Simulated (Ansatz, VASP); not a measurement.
# LiF: VASP beside Ansatz

```xyz
4
Lattice="3.1155 0.0000 0.0000 -1.5577 2.6981 0.0000 0.0000 0.0000 4.4071" Properties=species:S:1:pos:R:3 pbc="T T T"
Li    0.0000    1.7987    1.6098
Li    1.5577    0.8994    3.8133
F     0.0000    1.7987    4.3676
F     1.5577    0.8994    2.1640
```

Alike in both runs: task single point; functional LDA; k mesh 9 × 9 × 6; occupations gaussian, width 0.05 eV; no spin polarisation.

```csv
,VASP,Ansatz
version,VASP 6.6.1,Ansatz 0.2.0
potentials or method,"VASP PAW LDA potentials, release 64 (Li_sv, F), cutoff 520 eV","scalar-relativistic, plane waves, PAW"
valence electrons in the cell,20,20
```

|  | VASP | Ansatz | Ansatz less VASP |
| --- | --- | --- | --- |
| gap on the k mesh at the Fermi level (eV) | 7.80 | 7.82 | +0.015 |
| least direct gap on the mesh (eV) | 7.80 | 7.82 | +0.015 |
| rms of the force components (eV/Å) | 0.670 | 0.654 | -0.0159 |

LDA's correlation is that of Perdew and Zunger in VASP and of Perdew and Wang (1992) in Ansatz. Atom by atom the forces differ by 0.016 eV/Å (rms over components).

Noted on VASP's run: the cutoff is under 1.25 times that of the potentials, so the pressure is a little rough.
